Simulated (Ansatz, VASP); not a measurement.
## Two plane-wave programs on TiC

```
Ti C
1.0
     0.00000    2.16646    2.16646
     2.16646    0.00000    2.16646
     2.16646    2.16646    0.00000
Ti C
1 1
Cartesian
  0.0000 0.0000 0.0000
  2.1665 2.1665 1.9165
```

Change from the starting cell: all C atoms moved -0.250 Å, as atom 2 along Cartesian [0 0 1].

Alike in both runs: task single point; functional PBE; k mesh 24 × 24 × 24; occupations gaussian, width 0.15 eV; no spin polarisation.

|  | VASP | Ansatz |
| --- | --- | --- |
| version | VASP 6.6.1 | Ansatz 0.2.0 |
| potentials or method | VASP PAW PBE potentials, release 64 (Ti_sv, C), cutoff 520 eV | scalar-relativistic, plane waves, PAW |
| valence electrons in the cell | 16 | 16 |

```csv
,VASP,Ansatz,Ansatz less VASP
gap on the k mesh at the Fermi level (eV),none,none,-
pressure (GPa),8.0,7.8,-0.21
"traceless stress, the component that is largest in VASP (GPa)",13.87,13.71,-0.152
rms of the force components (eV/Å),1.533,1.523,-0.0105
```

Atom by atom the forces differ by 0.011 eV/Å (rms over components). A gap of «none» marks a metal or a gap that the smearing closes.
